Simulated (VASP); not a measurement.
Write the native input for VASP 6.6.1 that does the following.

```yaml
Task: relaxation of cell and atoms
Functional: PBE
Potentials_or_basis: VASP PAW PBE potentials, release 64 (Si, C)
Cutoff: 600 eV
k_mesh: 12 × 12 × 6
Occupations: gaussian, width 0.02 eV
Spin: no spin polarisation
Dipole_correction: no
Further_INCAR_settings: ALGO = Normal; EDIFF = 1e-06; IBRION = 2; EDIFFG = -0.005; NSW = 100; ISIF = 3
```

The structure of SiC lies in POSCAR:

```
SiC
1.0
    3.0915302689      0.0000000000      0.0000000000
   -1.5457651345      2.6773437495      0.0000000000
    0.0000000000      0.0000000000      5.0752892174
Si C
2 2
Direct
    0.3333333333      0.6666666667      0.0046073619
    0.6666666667      0.3333333333      0.5046073619
    0.3333333333      0.6666666667      0.3803926381
    0.6666666667      0.3333333333      0.8803926381
```

One way to write it, as run:

INCAR

```
  PREC = Accurate
  ENCUT = 600
  EDIFF = 1E-6
  ISMEAR = 0
  SIGMA = 0.02
  LREAL = F
  LASPH = T
  NELM = 100
  ALGO = Normal
  ISIF = 3
  LWAVE = F
  LCHARG = F
  GGA = PE
  IBRION = 2
  NSW = 100
  EDIFFG = -0.005
```

KPOINTS

```
Automatic mesh
0
Gamma
  12 12 6
```

Potentials or basis: VASP PAW PBE potentials, release 64 (Si, C).

Run with:

```sh
$ cat potpaw_PBE.64/Si/POTCAR potpaw_PBE.64/C/POTCAR > POTCAR
$ mpirun -np 1 vasp_std > vasp.out
```

Results of the run:

| Quantity | Value |
| --- | --- |
| Relaxed volume | 10.49 Å³/atom |
| Relaxed cell | a = 3.091 Å, b = 3.091 Å, c = 5.073 Å, α = 90.00°, β = 90.00°, γ = 120.00° |
| Space group after relaxing (to 0.05 Å) | P6_3mc (No. 186) |
| Energy gained by relaxing | 0.0 meV/atom |
| Ionic steps | 3 |
| Pressure after relaxing | 0.0 GPa |
| Band gap on the k mesh | 2.30 eV, indirect (least direct gap 3.94 eV) |

Run time: 120 s on 1 thread of Intel(R) Xeon(R) Platinum 8259CL CPU @ 2.50GHz (Skylake/Cascade Lake), on a shared host, peak memory 0.19 GiB.
